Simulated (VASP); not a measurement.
# BaS (R-3m) in VASP: notebook

BaS is run at these levels: PBE; tasks: single point.

All numbers are computed with VASP 6.6.1; they aren't measurements. Logs are shortened: lines on timing, memory, paths and dates and some standing lists are left out, and cuts for length are marked.

## (1) The cell of the first run

Symmetry: R-3m, No. 166, trigonal system. The conventional cell has a = 4.562 Å, b = 4.562 Å, c = 10.842 Å, α = 90.00°, β = 90.00°, γ = 120.00°. Ba (site symmetry -3m) has 6 S at 3.19 Å within 4.2 Å. S (site symmetry -3m) has 6 Ba at 3.19 Å within 4.2 Å.

## (2) Single point, PBE (equal xy, yz and zx shear strains of -2 %)

The input, INCAR:

```
PREC = Accurate
ENCUT = 520
EDIFF = 1E-7
ISMEAR = -1
SIGMA = 0.02
LREAL = F
LASPH = T
NELM = 100
ALGO = Normal
ISIF = 2
LWAVE = F
LCHARG = F
GGA = PE
NBANDS = 15
```

The input, KPOINTS:

```
Automatic mesh
0
Gamma
  8 8 8
```

The input, POSCAR:

```
BaS
1.0
   -0.0638750000      3.1618125000      3.1618125000
    3.1618125000     -0.0638750000      3.1618125000
    3.1618125000      3.1618125000     -0.0638750000
Ba S
1 1
Direct
    0.0000000000      0.0000000000      0.0000000000
    0.5000000000      0.5000000000      0.5000000000
```

Potentials or basis: VASP PAW PBE potentials, release 64 (Ba_sv, S).

On the command line:

```console
cat potpaw_PBE.64/Ba_sv/POTCAR potpaw_PBE.64/S/POTCAR > POTCAR
mpirun -np 1 vasp_std > vasp.out
```

OUTCAR:

```text
PREC = Accurate
   ENCUT = 520
   EDIFF = 1E-7
   ISMEAR = -1
   LREAL = F
   LASPH = T
   NELM = 100
   ISIF = 2
   GGA = PE

 ion  position               nearest neighbor table
   1  0.000  0.000  0.000-   2 3.19   2 3.19   2 3.19   2 3.19   2 3.19   2 3.19
   2  0.500  0.500  0.500-   1 3.19   1 3.19   1 3.19   1 3.19   1 3.19   1 3.19

  LATTYP: Found a trigonal (rhomboedric) cell.
 ALAT       =     4.4719343226
 COS(alpha) =     0.4797000918

  Lattice vectors:

 A1 = (  -0.0638750000,   3.1618125000,   3.1618125000)
 A2 = (   3.1618125000,  -0.0638750000,   3.1618125000)
 A3 = (   3.1618125000,   3.1618125000,  -0.0638750000)

Analysis of symmetry for initial positions (statically):
=====================================================================
 Subroutine PRICEL returns:
 Original cell was already a primitive cell.

 Routine SETGRP: Setting up the symmetry group for a
 trigonal (rhombohedral) supercell.

 Subroutine GETGRP returns: Found 12 space group operations
 (whereof 12 operations were pure point group operations)
 out of a pool of 12 trial point group operations.

The static configuration has the point symmetry D_3d.

Analysis of symmetry for dynamics (positions and initial velocities):
=====================================================================
 Subroutine PRICEL returns:
 Original cell was already a primitive cell.

 Routine SETGRP: Setting up the symmetry group for a
 trigonal (rhombohedral) supercell.

 Subroutine GETGRP returns: Found 12 space group operations
 (whereof 12 operations were pure point group operations)
 out of a pool of 12 trial point group operations.

The dynamic configuration has the point symmetry D_3d.

 Subroutine INISYM returns: Found 12 space group operations
 (whereof 12 operations are pure point group operations),
 and found     1 'primitive' translations

----------------------------------------------------------------------------------------

                                     Primitive cell

  volume of cell :      65.1331

  direct lattice vectors                    reciprocal lattice vectors
    -0.063875000  3.161812500  3.161812500    -0.153424025  0.156587407  0.156587407
     3.161812500 -0.063875000  3.161812500     0.156587407 -0.153424025  0.156587407
     3.161812500  3.161812500 -0.063875000     0.156587407  0.156587407 -0.153424025

  length of vectors
     4.471934323  4.471934323  4.471934323     0.269403347  0.269403347  0.269403347

  position of ions in fractional coordinates (direct lattice)
     0.000000000  0.000000000  0.000000000
     0.500000000  0.500000000  0.500000000

  ion indices of the primitive-cell ions
   primitive index   ion index
                 1           1
                 2           2

----------------------------------------------------------------------------------------

 KPOINTS: Automatic mesh

Automatic generation of k-mesh.
 Grid dimensions read from file:
 generate k-points for:    8    8    8

 Generating k-lattice:

  Cartesian coordinates                     Fractional coordinates (reciprocal lattice)
    -0.019178003  0.019573426  0.019573426     0.125000000  0.000000000 -0.000000000
     0.019573426 -0.019178003  0.019573426     0.000000000  0.125000000 -0.000000000
     0.019573426  0.019573426 -0.019178003     0.000000000  0.000000000  0.125000000

  Length of vectors
     0.033675418  0.033675418  0.033675418

  Shift w.r.t. Gamma in fractional coordinates (k-lattice)
     0.000000000  0.000000000  0.000000000

 Subroutine IBZKPT returns following result:
 ===========================================

 Found     65 irreducible k-points:

 Following reciprocal coordinates:
            Coordinates               Weight
  0.000000  0.000000  0.000000      1.000000
  0.125000 -0.000000 -0.000000      6.000000
  0.250000 -0.000000 -0.000000      6.000000
  0.375000  0.000000  0.000000      6.000000
  0.500000 -0.000000 -0.000000      3.000000
  0.125000  0.125000 -0.000000      6.000000
[... 16 lines left out ...]
  0.250000  0.125000  0.125000      6.000000
  0.375000  0.125000  0.125000      6.000000
 [... further k-points ...]
   k-points           NKPTS =     65   k-points in BZ     NKDIM =     65   number of bands    NBANDS=     15
   number of dos      NEDOS =    301   number of ions     NIONS =      2
   total plane-waves  NPLWV =  46656
   dimension x,y,z NGX =    36 NGY =   36 NGZ =   36
   dimension x,y,z NGXF=    72 NGYF=   72 NGZF=   72
   ions per type =               1   1
   NGX,Y,Z   is equivalent  to a cutoff of  13.38, 13.38, 13.38 a.u.
   NGXF,Y,Z  is equivalent  to a cutoff of  26.77, 26.77, 26.77 a.u.
 SYSTEM =  unknown system
   PREC   = accura    normal or accurate (medium, high low for compatibility)
   ISTART =      0    job   : 0-new  1-cont  2-samecut
   ICHARG =      2    charge: 1-file 2-atom 10-const
   ISPIN  =      1    spin polarized calculation?
   LNONCOLLINEAR =      F non collinear calculations
   LSORBIT =      F    spin-orbit coupling
   LASPH  =      T    aspherical Exc in radial PAW
   ENCUT  =  520.0 eV  38.22 Ry    6.18 a.u.   8.31  8.31  8.31*2*pi/ulx,y,z
   NELM   =    100;   NELMIN=  2; NELMDL= -5     # of ELM steps
   EDIFF  = 0.1E-06   stopping-criterion for ELM
   LREAL  =      F    real-space projection
   EDIFFG = 0.1E-05   stopping-criterion for IOM
   NSW    =      0    number of steps for IOM
   IBRION =     -1    ionic relax: 0-MD 1-quasi-New 2-CG
   NFREE  =      0    steps in history (QN), initial steepest desc. (CG)
   ISIF   =      2    stress and relaxation
   ISYM   =      2    0-nonsym 1-usesym 2-fastsym
   POTIM  = 0.5000    time-step for ionic-motion
   TEBEG  =    0.0;   TEEND  =   0.0 temperature during run
   PSTRESS=    0.0 pullay stress
   NELECT =      16.0000    total number of electrons
   NUPDOWN=      -1.0000    fix difference up-down
   EMIN   =  10.00;   EMAX   =-10.00  energy-range for DOS
   EFERMI =   0.00;   METHOD = LEGACY
   ISMEAR =    -1;   SIGMA  =   0.02  broadening in eV -4-tet -1-fermi 0-gaus
   EFERMI_NEDOS =   21; number of points for ismear=-14 and -15
   IALGO  =     38    algorithm
   IMIX   =      4    mixing-type and parameters
     AMIX     =   0.40;   BMIX     =  1.00
     AMIX_MAG =   1.60;   BMIX_MAG =  1.00
  volume/ion in A,a.u.               =      32.57       219.77
  Fermi-wavevector in a.u.,A,eV,Ry     =   1.025292  1.937521 14.302771  1.051224
  Thomas-Fermi vector in A             =   2.159125
   LORBIT       =      0    0 simple, 1 ext, 2 COOP (PROOUT), +10 PAW based schemes
   GGA     = PE    functional components
   LHFCALC =     F    Hartree Fock is set to
   AEXX    =    0.0000 exact exchange contribution
   IVDW    =     0    specifies the selected vdW correction
   LEPSILON=     F    determine dielectric tensor
   LRPA    =     F    only Hartree local field effects (RPA)
 non-spin polarized calculation
  energy-cutoff  :      520.00
  volume of cell :       65.13
 maximum number of plane-waves:      1784
 NGX is ok and might be reduce to    36
   NGX = 17   NGY = 17   NGZ = 17

 number of electron      16.0000001 magnetization

 Free energy of the ion-electron system (eV)
  ---------------------------------------------------
  ext. energy  EPLUGINS =         0.00000000
  ---------------------------------------------------
  free energy    TOTEN  =       -10.18024110 eV

  energy without entropy =      -10.18024110  energy(sigma->0) =      -10.18024110

 E-fermi :   1.9454     XC(G=0):  -8.6277

 val. band max:        1.5041625579   @ k =   0.0000   0.0000   0.0000
 cond. band min:       3.5616988606   @ k =   0.5000   0.5000  -0.0000
 fundamental gap:      2.0575363027
 Fermi energy:         1.9453518538

 k-point     1 :       0.0000    0.0000    0.0000
  band No.  band energies     occupation
      1     -24.6219      2.00000
      2      -9.6790      2.00000
      3      -9.6790      2.00000
      4      -9.6723      2.00000
      5      -8.9036      2.00000
      6       1.4368      2.00000
      7       1.4368      2.00000
      8       1.5042      2.00000
      9       5.0302      0.00000
     10       5.2368      0.00000
     11       5.2368      0.00000
     12       5.5237      0.00000
     13       6.2581      0.00000
     14       6.2581      0.00000
     15      10.1965      0.00000

 k-point     2 :       0.1250   -0.0000   -0.0000
  band No.  band energies     occupation
      1     -24.6156      2.00000
      2      -9.9808      2.00000
      3      -9.6830      2.00000
      4      -9.6796      2.00000
      5      -8.5864      2.00000
      6       1.0365      2.00000
      7       1.2245      2.00000
      8       1.2970      2.00000
      9       5.2891      0.00000
     10       5.4684      0.00000
     11       5.5755      0.00000
     12       5.7700      0.00000
     13       6.7047      0.00000
     14       6.7067      0.00000
     15      10.7939      0.00000

 k-point     3 :       0.2500   -0.0000   -0.0000
  band No.  band energies     occupation
      1     -24.6004      2.00000
      2     -10.4084      2.00000
      3      -9.6954      2.00000
      4      -9.6926      2.00000
      5      -8.1213      2.00000
      6       0.3015      2.00000
      7       0.8047      2.00000
      8       0.8986      2.00000
      9       5.5557      0.00000
     10       6.1041      0.00000
     11       6.3133      0.00000
     12       6.8378      0.00000
     13       7.8286      0.00000
     14       7.8377      0.00000
     15      11.9797      0.00000
[... 343 lines left out ...]
 k-point    23 :       0.2500    0.1250    0.1250
  band No.  band energies     occupation
      1     -24.6050      2.00000
      2     -10.2234      2.00000
      3      -9.7347      2.00000
      4      -9.6770      2.00000
      5      -8.3166      2.00000
      6       0.5306      2.00000
      7       0.8438      2.00000
      8       1.2932      2.00000
      9       5.3177      0.00000
     10       5.6317      0.00000
     11       5.9584      0.00000
     12       6.3816      0.00000
     13       7.2906      0.00000
     14       7.7536      0.00000
     15      11.7829      0.00000

 k-point    24 :       0.3750    0.1250    0.1250
  band No.  band energies     occupation
      1     -24.5897      2.00000
      2     -10.5191      2.00000
      3      -9.7754      2.00000
      4      -9.6868      2.00000
      5      -7.9989      2.00000
      6       0.0027      2.00000
      7       0.5148      2.00000
      8       1.0359      2.00000
      9       5.5686      0.00000
     10       6.2033      0.00000
     11       6.7508      0.00000
     12       7.4265      0.00000
     13       8.2472      0.00000
     14       9.1216      0.00000
     15      11.8349      0.00000

 [... further k-points ...]

------------------------ aborting loop because EDIFF is reached ----------------------------------------

  FORCE on cell =-STRESS in cart. coord.  units (eV):
  Direction    XX          YY          ZZ          XY          YZ          ZX
  --------------------------------------------------------------------------------------
  -------------------------------------------------------------------------------------
  Total        0.5766126      0.5766126      0.5766126      0.1410577      0.1410577      0.1410577
  in kB       14.1838180     14.1838180     14.1838180      3.4698114      3.4698114      3.4698114
  external PRESSURE =      14.1838180 kB  Pullay stress =       0.0000000 kB

 VOLUME and BASIS-vectors are now :
 -----------------------------------------------------------------------------
  energy-cutoff  :      520.00
  volume of cell :       65.13
      direct lattice vectors                 reciprocal lattice vectors
    -0.063875000  3.161812500  3.161812500    -0.153424025  0.156587407  0.156587407
     3.161812500 -0.063875000  3.161812500     0.156587407 -0.153424025  0.156587407
     3.161812500  3.161812500 -0.063875000     0.156587407  0.156587407 -0.153424025

 POSITION                                       TOTAL-FORCE (eV/Angst)
 -----------------------------------------------------------------------------------
      0.00000      0.00000      0.00000         0.000000      0.000000      0.000000
      3.12988      3.12988      3.12987        -0.000000      0.000000     -0.000000
 -----------------------------------------------------------------------------------
    total drift:                                0.000000      0.000000      0.000000

  FREE ENERGIE OF THE ION-ELECTRON SYSTEM (eV)
  ---------------------------------------------------
  free  energy   TOTEN  =       -10.1802410975 eV

  energy  without entropy=      -10.1802410975  energy(sigma->0) =      -10.18024110
```

Wall time 1.9 min (1 thread of Intel Xeon 8259CL, shared host); peak memory 0.24 GiB.

What came out:

```
Free energy            : -10.1802 eV
Pressure               : 1.4 GPa
Band gap on the k mesh : 2.06 eV (least direct gap 2.21 eV)
```

Stress tensor (GPa, compression positive):
```
1.42 0.35 0.35
0.35 1.42 0.35
0.35 0.35 1.42
```

Caveat: the cell differs from its parent crystal (equal xy, yz and zx shear strains of -2 %); spin-orbit coupling is left out, which moves the levels of the heavy elements.

## (3) Single point, PBE (equal xy, yz and zx shear strains of +1 %)

The input, INCAR:

```
SYSTEM = BaS
PREC = Accurate ; ENCUT = 520
EDIFF = 1E-6 ; ISMEAR = -1
SIGMA = 0.02 ; LREAL = .False.
LASPH = .True. ; NELM = 60
ALGO = Normal ; ISIF = 2
LWAVE = .False. ; LCHARG = .True.
GGA = PE ; LELF = .True.
LVHAR = .True. ; NBANDS = 15
```

The input, KPOINTS:

```
regular mesh
0
Gamma
  8 8 8
  0 0 0
```

The input, POSCAR:

```
BaS
1.0
    0.0319375000      3.2097187500      3.2097187500
    3.2097187500      0.0319375000      3.2097187500
    3.2097187500      3.2097187500      0.0319375000
Ba S
1 1
Direct
    0.0000000000      0.0000000000      0.0000000000
    0.5000000000      0.5000000000      0.5000000000
```

Potentials or basis: VASP PAW PBE potentials, release 64 (Ba_sv, S).

On the command line:

```console
cat potpaw_PBE.64/Ba_sv/POTCAR potpaw_PBE.64/S/POTCAR > POTCAR
mpirun -np 1 vasp_std > vasp.out
```

Run time: 2 min. Hardware: 1 thread of Intel Xeon 8259CL, shared host; peak memory 0.24 GiB.

Results (log left out):

| Property | Result |
| --- | --- |
| Free energy | -10.1836 eV |
| Pressure | 1.4 GPa |
| Band gap on the k mesh | 2.09 eV (least direct gap 2.23 eV) |

Stress tensor (GPa, compression positive):
```
 1.42 -0.19 -0.19
-0.19  1.42 -0.19
-0.19 -0.19  1.42
```

Levels at points of the mesh, in eV from the valence-band top:
```csv
k point,band 6,band 7,band 8,band 9,band 10,band 11
"(0.00, 0.00, 0.00)",-0.04,0.00,0.00,3.57,3.79,3.90
"(0.50, 0.00, 0.00)",-1.95,-1.14,-1.08,5.53,5.68,6.26
"(0.50, 0.50, 0.00)",-0.54,-0.16,-0.14,2.09,5.92,6.01
"(0.50, 0.50, 0.50)",-1.95,-1.06,-1.06,5.50,5.68,6.24
```

Caveat: the cell differs from its parent crystal (equal xy, yz and zx shear strains of +1 %); spin-orbit coupling is left out, which moves the levels of the heavy elements.
